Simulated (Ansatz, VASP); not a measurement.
# Two plane-wave programs on Te

INCAR

```
SYSTEM = Te
AGGAC = 1.0 ; AGGAX = 1.0
ALDAC = 0.0 ; ALDAX = 1.0
ALGO = Normal ; EDIFF = 1E-6
ENCUT = 520 ; GGA = B5
ISIF = 2 ; ISMEAR = -1
LASPH = .True. ; LCHARG = .False.
LREAL = .False. ; LWAVE = .False.
NBANDS = 9 ; NELM = 100
PREC = Accurate ; SIGMA = 0.1
```

Contents of KPOINTS:

```
k-points
0
Gamma
  12 12 12
  0 0 0
```

File POSCAR:

```
Te
1.0
    0.0000000000      2.4152400778      2.4152400778
    2.4152400778      0.0000000000      2.4152400778
    2.4152400778      2.4152400778      0.0000000000
Te
1
Direct
    0.0000000000      0.0000000000      0.0000000000
```

Input for Ansatz:

```yaml
crystal:
  lattice:
    - [0.0, 2.4152400778, 2.4152400778]
    - [2.4152400778, 0.0, 2.4152400778]
    - [2.4152400778, 2.4152400778, 0.0]
  atoms:
    - { symbol: Te, position: [0.0, 0.0, 0.0] }
hamiltonian:
  xc: blyp
  pseudopotentials:
    kind: paw
    azcp:
      Te: "pseudopotentials/Te.paw.azcp"
basis:
  ecutwfc: 420
  fft_grid_basis: typed
kpoints:
  mp_grid: { grid: [12, 12, 12], shift: [0, 0, 0] }
magnetization:
  spin_polarized: false
scf:
  occupations: { method: fermi_dirac, width: 0.1 }
  lower_state_search: "off"
output:
  stress: true
```

Alike in both runs: task single point; functional BLYP; k mesh 12 × 12 × 12; occupations fermi-dirac, width 0.1 eV; no spin polarisation.

```csv
,VASP,Ansatz
version,VASP 6.6.1,Ansatz 0.2.0
potentials or method,"VASP PAW PBE potentials, release 64 (Te), cutoff 520 eV","plane waves (420 eV) with PAW, scalar-relativistic"
valence electrons in the cell,6,16
```

```tsv
	VASP	Ansatz	Ansatz less VASP
pressure (GPa)	6.7	6.5	-0.15
```

VASP's potentials were made for PBE, not for BLYP. With one functional, cell and mesh, what is left measures potentials, basis and numerics. VASP's potentials hold 6 valence electrons a cell and Ansatz's 16, so a difference there can come from the potentials and not from the codes.

Neither program's run includes spin-orbit coupling.
